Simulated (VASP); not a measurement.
# ZnH3Se in VASP: notebook

ZnH3Se is run at these levels: PBE; tasks: single point.

Everything below comes from runs of VASP 6.6.1. Logs are shortened: lines on timing, memory, paths and dates and some standing lists are left out, and cuts for length are marked.

## 1. The cell of the first run

The cell holds a wire or tube with vacuum around it, 10 atoms: a = 13.600 Å, b = 15.300 Å, c = 4.053 Å, α = 90.00°, β = 90.00°, γ = 90.00°.

## 2. Single point, PBE

INCAR

```
SYSTEM = ZnH3Se
PREC     = Accurate       ! precision mode
ENCUT    = 520            ! plane-wave cutoff, eV
EDIFF    = 1E-6           ! SCF threshold, eV
ISMEAR   = 0              ! smearing method
SIGMA    = 0.05           ! smearing width, eV
LREAL    = .FALSE.        ! projectors in reciprocal space
LASPH    = .TRUE.         ! aspherical terms in the spheres
NELM     = 60             ! most SCF steps
ALGO     = Normal         ! electronic algorithm
ISIF     = 2              ! what is computed and relaxed
LWAVE    = .FALSE.        ! write WAVECAR
LCHARG   = .FALSE.        ! write CHGCAR
GGA      = PE             ! functional
NBANDS   = 32             ! bands
```

KPOINTS

```
regular mesh
0
G
  1 1 8
  0 0 0
```

POSCAR

```
ZnH3Se
1.0
   13.6000000000      0.0000000000      0.0000000000
    0.0000000000     15.3000000000      0.0000000000
    0.0000000000      0.0000000000      4.0530231295
Zn Se H
2 2 6
Direct
    0.5745041016      0.5483381729      0.0000000000
    0.4254958984      0.3610231311      0.5000000000
    0.5745041016      0.6419956938      0.5000000000
    0.4254958984      0.4546806520      0.0000000000
    0.6675606973      0.4898484398      0.0000000000
    0.4862504271      0.6974666020      0.5000000000
    0.6627577762      0.6974666020      0.5000000000
    0.5185524940      0.3025333980      0.5000000000
    0.3324393027      0.3025333980      0.5000000000
    0.3372422238      0.5101515602      0.0000000000
```

Potentials or basis: VASP PAW PBE potentials, release 64 (Zn, Se, H).

Started as:

```bash
$ cat potpaw_PBE.64/Zn/POTCAR potpaw_PBE.64/Se/POTCAR potpaw_PBE.64/H/POTCAR > POTCAR
$ mpirun -np 1 vasp_std > vasp.out
```

OUTCAR:

```text
SYSTEM = ZnH3Se
   PREC = Accurate
   ENCUT = 520
   EDIFF = 1E-6
   ISMEAR = 0
   LREAL = .FALSE.
   LASPH = .TRUE.
   NELM = 60
   ISIF = 2
   GGA = PE

 ion  position               nearest neighbor table
   1  0.575  0.548  0.000-   5 1.55   4 2.48   3 2.48   3 2.48
   2  0.425  0.361  0.500-   8 1.55   9 1.55   4 2.48   4 2.48
   3  0.575  0.642  0.500-   6 1.47   7 1.47   1 2.48   1 2.48
   4  0.425  0.455  0.000-  10 1.47   1 2.48   2 2.48   2 2.48
   5  0.668  0.490  0.000-   1 1.55
   6  0.486  0.697  0.500-   3 1.47
   7  0.663  0.697  0.500-   3 1.47
   8  0.519  0.303  0.500-   2 1.55
   9  0.332  0.303  0.500-   2 1.55
  10  0.337  0.510  0.000-   4 1.47

  LATTYP: Found a simple orthorhombic cell.
 ALAT       =     4.0530231295
 B/A-ratio  =     3.3555199577
 C/A-ratio  =     3.7749599524

  Lattice vectors:

 A1 = (   0.0000000000,   0.0000000000,   4.0530231295)
 A2 = (  13.6000000000,   0.0000000000,   0.0000000000)
 A3 = (   0.0000000000,  15.3000000000,   0.0000000000)

Analysis of symmetry for initial positions (statically):
=====================================================================
 Subroutine PRICEL returns:
 Original cell was already a primitive cell.

 Routine SETGRP: Setting up the symmetry group for a
 simple orthorhombic supercell.

 Subroutine GETGRP returns: Found  2 space group operations
 (whereof  2 operations were pure point group operations)
 out of a pool of  8 trial point group operations.

The static configuration has the point symmetry C_1h.

Analysis of symmetry for dynamics (positions and initial velocities):
=====================================================================
 Subroutine PRICEL returns:
 Original cell was already a primitive cell.

 Routine SETGRP: Setting up the symmetry group for a
 simple orthorhombic supercell.

 Subroutine GETGRP returns: Found  2 space group operations
 (whereof  2 operations were pure point group operations)
 out of a pool of  8 trial point group operations.

The dynamic configuration has the point symmetry C_1h.

 Subroutine INISYM returns: Found  2 space group operations
[... 88 lines left out ...]
   LNONCOLLINEAR =      F non collinear calculations
   LSORBIT =      F    spin-orbit coupling
   LASPH  =      T    aspherical Exc in radial PAW
   ENCUT  =  520.0 eV  38.22 Ry    6.18 a.u.  25.29 28.45  7.54*2*pi/ulx,y,z
   NELM   =     60;   NELMIN=  2; NELMDL= -5     # of ELM steps
   EDIFF  = 0.1E-05   stopping-criterion for ELM
   LREAL  =      F    real-space projection
[... 7 lines left out ...]
   TEBEG  =    0.0;   TEEND  =   0.0 temperature during run
   PSTRESS=    0.0 pullay stress
   NELECT =      42.0000    total number of electrons
   NUPDOWN=      -1.0000    fix difference up-down
   EMIN   =  10.00;   EMAX   =-10.00  energy-range for DOS
   EFERMI =   0.00;   METHOD = LEGACY
   ISMEAR =     0;   SIGMA  =   0.05  broadening in eV -4-tet -1-fermi 0-gaus
   EFERMI_NEDOS =   21; number of points for ismear=-14 and -15
   IALGO  =     38    algorithm
   IMIX   =      4    mixing-type and parameters
     AMIX     =   0.40;   BMIX     =  1.00
     AMIX_MAG =   1.60;   BMIX_MAG =  1.00
  volume/ion in A,a.u.               =      84.34       569.12
  Fermi-wavevector in a.u.,A,eV,Ry     =   0.602312  1.138204  4.935917  0.362780
  Thomas-Fermi vector in A             =   1.654873
   LORBIT       =      0    0 simple, 1 ext, 2 COOP (PROOUT), +10 PAW based schemes
   GGA     = PE    functional components
   LHFCALC =     F    Hartree Fock is set to
   AEXX    =    0.0000 exact exchange contribution
   IVDW    =     0    specifies the selected vdW correction
   LEPSILON=     F    determine dielectric tensor
   LRPA    =     F    only Hartree local field effects (RPA)
 non-spin polarized calculation
 Gauss-broadening in eV      SIGMA  =   0.05
  energy-cutoff  :      520.00
  volume of cell :      843.35
 maximum number of plane-waves:     22781
 NGX is ok and might be reduce to   108
   NGX = 51   NGY = 57   NGZ = 15

 number of electron      42.0000017 magnetization

 Free energy of the ion-electron system (eV)
  ---------------------------------------------------
  ext. energy  EPLUGINS =         0.00000000
  ---------------------------------------------------
  free energy    TOTEN  =       -26.46756580 eV

  energy without entropy =      -26.46756580  energy(sigma->0) =      -26.46756580

 E-fermi :  -3.0429     XC(G=0):  -2.1419

 val. band max:       -3.2843052647   @ k =   0.0000   0.0000   0.5000
 cond. band min:      -2.8059244862   @ k =   0.0000   0.0000   0.0000
 fundamental gap:      0.4783807785
 Fermi energy:        -3.0429440442

 k-point     1 :       0.0000    0.0000    0.0000
  band No.  band energies     occupation
      1     -20.7549      2.00000
      2     -17.5568      2.00000
      3     -12.9986      2.00000
      4     -12.0522      2.00000
      5     -11.7175      2.00000
      6     -11.4983      2.00000
[... 164 lines left out ...]
     31       1.9765      0.00000
     32       2.0857      0.00000

------------------------ aborting loop because EDIFF is reached ----------------------------------------

  FORCE on cell =-STRESS in cart. coord.  units (eV):
  Direction    XX          YY          ZZ          XY          YZ          ZX
  --------------------------------------------------------------------------------------
  -------------------------------------------------------------------------------------
  Total        1.8918805      1.9984612      4.3520739     -0.7224200      0.0000000      0.0000000
  in kB        3.5941389      3.7966178      8.2679421     -1.3724323      0.0000000      0.0000000
  external PRESSURE =       5.2195662 kB  Pullay stress =       0.0000000 kB

 VOLUME and BASIS-vectors are now :
 -----------------------------------------------------------------------------
  energy-cutoff  :      520.00
  volume of cell :      843.35
      direct lattice vectors                 reciprocal lattice vectors
    13.600000000  0.000000000  0.000000000     0.073529412  0.000000000  0.000000000
     0.000000000 15.300000000  0.000000000     0.000000000  0.065359477  0.000000000
     0.000000000  0.000000000  4.053023129     0.000000000  0.000000000  0.246729409

 POSITION                                       TOTAL-FORCE (eV/Angst)
 -----------------------------------------------------------------------------------
      7.81326      8.38957      0.00000        -0.213453     -1.518586      0.000000
      5.78674      5.52365      2.02651         0.052675     -1.175076      0.000000
      7.81326      9.82253      2.02651        -0.317457     -1.099243      0.000000
      5.78674      6.95661      0.00000         0.448373      0.603559      0.000000
      9.07883      7.49468      0.00000         0.192642      0.316728      0.000000
      6.61301     10.67124      2.02651         0.117224      0.933379      0.000000
      9.01351     10.67124      2.02651         0.046611      0.980193      0.000000
      7.05231      4.62876      2.02651         0.664426      0.321483      0.000000
      4.52117      4.62876      2.02651        -0.698482      0.294939      0.000000
      4.58649      7.80532      0.00000        -0.292559      0.342624      0.000000
 -----------------------------------------------------------------------------------
    total drift:                               -0.000112     -0.000222     -0.000006

  FREE ENERGIE OF THE ION-ELECTRON SYSTEM (eV)
  ---------------------------------------------------
  free  energy   TOTEN  =       -26.4675657956 eV

  energy  without entropy=      -26.4675657956  energy(sigma->0) =      -26.46756580
```

It took 4.6 min on 1 thread of Intel Xeon Platinum 8488C (Sapphire Rapids), shared host; peak memory 0.8 GiB.

Results:

| Quantity | Value |
| --- | --- |
| Free energy | -26.4676 eV |
| Largest force | 1.534 eV/Å |
| Band gap on the k mesh | 0.48 eV (least direct gap 0.65 eV) |

Forces in eV/Å, atoms in the order of the input:
```
Zn  -0.213 -1.519  0.000
Zn   0.053 -1.175  0.000
Se  -0.317 -1.099  0.000
Se   0.448  0.604  0.000
H    0.193  0.317  0.000
H    0.117  0.933  0.000
H    0.047  0.980  0.000
H    0.664  0.321  0.000
H   -0.698  0.295  0.000
H   -0.293  0.343  0.000
```

## 3. Single point, PBE

This run uses another cell than the first one.

INCAR

```
SYSTEM = ZnH3Se
PREC = Accurate
ENCUT = 520
EDIFF = 1E-6
ISMEAR = 0
SIGMA = 0.05
LREAL = .False.
LASPH = .True.
NELM = 60
ALGO = Normal
ISIF = 2
LWAVE = .False.
LCHARG = .False.
GGA = PE
NBANDS = 32
```

KPOINTS

```
Automatic mesh
0
Gamma
  1 1 8
  0 0 0
```

POSCAR

```
ZnH3Se
1.0
   13.6000000000      0.0000000000      0.0000000000
    0.0000000000     15.3000000000      0.0000000000
    0.0000000000      0.0000000000      5.1291192410
Zn Se H
2 2 6
Direct
    0.6162009182      0.5208862725      0.0000000000
    0.4041257393      0.3418403444      0.5000000000
    0.5574162808      0.6230198672      0.5000000000
    0.4756312767      0.4333661200      0.0000000000
    0.7222765020      0.5535822370      0.0000000000
    0.4497346596      0.6365951868      0.5000000000
    0.5758522003      0.7186161268      0.5000000000
    0.4877998745      0.2741892699      0.5000000000
    0.3078283513      0.3948720199      0.5000000000
    0.4079371184      0.5090702053      0.0000000000
```

Potentials or basis: VASP PAW PBE potentials, release 64 (Zn, Se, H).

Started as:

```bash
$ cat potpaw_PBE.64/Zn/POTCAR potpaw_PBE.64/Se/POTCAR potpaw_PBE.64/H/POTCAR > POTCAR
$ mpirun -np 1 vasp_std > vasp.out
```

OUTCAR:

```text
SYSTEM = ZnH3Se
   PREC = Accurate
   ENCUT = 520
   EDIFF = 1E-6
   ISMEAR = 0
   LREAL = .False.
   LASPH = .True.
   NELM = 60
   ISIF = 2
   GGA = PE

 ion  position               nearest neighbor table
   1  0.616  0.521  0.000-   5 1.53   4 2.33
   2  0.404  0.342  0.500-   8 1.54   9 1.54
   3  0.557  0.623  0.500-   6 1.48   7 1.48
   4  0.476  0.433  0.000-  10 1.48   1 2.33
   5  0.722  0.554  0.000-   1 1.53
   6  0.450  0.637  0.500-   3 1.48
   7  0.576  0.719  0.500-   3 1.48
[... 374 lines left out ...]
  Total        0.1443348      0.0230447      0.0188444     -0.0046227      0.0000000      0.0000000
  in kB        0.2166748      0.0345945      0.0282892     -0.0069395      0.0000000      0.0000000
  external PRESSURE =       0.0931862 kB  Pullay stress =       0.0000000 kB

 VOLUME and BASIS-vectors are now :
 -----------------------------------------------------------------------------
  energy-cutoff  :      520.00
  volume of cell :     1067.27
      direct lattice vectors                 reciprocal lattice vectors
    13.600000000  0.000000000  0.000000000     0.073529412  0.000000000  0.000000000
     0.000000000 15.300000000  0.000000000     0.000000000  0.065359477  0.000000000
     0.000000000  0.000000000  5.129119241     0.000000000  0.000000000  0.194965247

 POSITION                                       TOTAL-FORCE (eV/Angst)
 -----------------------------------------------------------------------------------
      8.38033      7.96956      0.00000         0.007996      0.020039      0.000000
      5.49611      5.23016      2.56456         0.001832      0.004458      0.000000
      7.58086      9.53220      2.56456         0.035805     -0.043300      0.000000
      6.46859      6.63050      0.00000        -0.006008     -0.064984      0.000000
      9.82296      8.46981      0.00000         0.021326      0.008710      0.000000
      6.11639      9.73991      2.56456        -0.037407      0.006708      0.000000
      7.83159     10.99483      2.56456         0.003449      0.037849      0.000000
      6.63408      4.19510      2.56456         0.016247     -0.018859      0.000000
      4.18647      6.04154      2.56456        -0.019527      0.014415      0.000000
      5.54794      7.78877      0.00000        -0.023712      0.034964      0.000000
 -----------------------------------------------------------------------------------
    total drift:                               -0.002595      0.000276      0.000009

  FREE ENERGIE OF THE ION-ELECTRON SYSTEM (eV)
  ---------------------------------------------------
  free  energy   TOTEN  =       -28.0817535582 eV

  energy  without entropy=      -28.0817535582  energy(sigma->0) =      -28.08175356
```

OSZICAR:

```text
N       E                     dE             d eps       ncg     rms          rms(c)
DAV:   1     0.205630165864E+03    0.20563E+03   -0.12766E+04   352   0.871E+02
DAV:   2     0.467474546396E+01   -0.20096E+03   -0.19708E+03   416   0.188E+02
DAV:   3    -0.291259331564E+02   -0.33801E+02   -0.33599E+02   408   0.697E+01
[... 17 lines left out ...]
DAV:  21    -0.280817400735E+02   -0.21762E-04   -0.89393E-07   304   0.279E-03    0.590E-04
DAV:  22    -0.280817471730E+02   -0.70995E-05   -0.27029E-07   352   0.198E-03    0.384E-04
DAV:  23    -0.280817518364E+02   -0.46634E-05   -0.26823E-07   312   0.174E-03    0.202E-04
DAV:  24    -0.280817529517E+02   -0.11153E-05   -0.52851E-08   352   0.680E-04    0.120E-04
DAV:  25    -0.280817535582E+02   -0.60655E-06   -0.35194E-08   288   0.510E-04
   1 F= -.28081754E+02 E0= -.28081754E+02  d E =-.122083E-10
```

stdout:

```text
POSCAR found type information on POSCAR ZnSeH
 POSCAR found :  3 types and      10 ions
 scaLAPACK will be used
 LDA part: xc-table for (Slater+PW92), standard interpolation
 POSCAR, INCAR and KPOINTS ok, starting setup
 FFT: planning ... GRIDC
 FFT: planning ... GRID_SOFT
 FFT: planning ... GRID
 WAVECAR not read
 entering main loop
```

It took 7.5 min on 1 thread of Intel Xeon Platinum 8488C (Sapphire Rapids), shared host; peak memory 1 GiB.

Results:

| Quantity | Value |
| --- | --- |
| Free energy | -28.0818 eV |
| Largest force | 0.065 eV/Å |
| Band gap on the k mesh | 3.50 eV (least direct gap 3.65 eV) |

Forces in eV/Å, atoms in the order of the input:
```
Zn   0.008  0.020  0.000
Zn   0.002  0.004  0.000
Se   0.036 -0.043  0.000
Se  -0.006 -0.065  0.000
H    0.021  0.009  0.000
H   -0.037  0.007  0.000
H    0.003  0.038  0.000
H    0.016 -0.019  0.000
H   -0.020  0.014  0.000
H   -0.024  0.035  0.000
```

Levels at points of the mesh, in eV from the valence-band top:
| k point | band 19 | band 20 | band 21 | band 22 | band 23 | band 24 |
| --- | --- | --- | --- | --- | --- | --- |
| (0.00, 0.00, 0.00) | -0.91 | -0.44 | -0.31 | 3.50 | 3.71 | 3.79 |
| (0.00, 0.00, 0.50) | -1.15 | -0.32 | 0.00 | 3.69 | 3.83 | 4.24 |
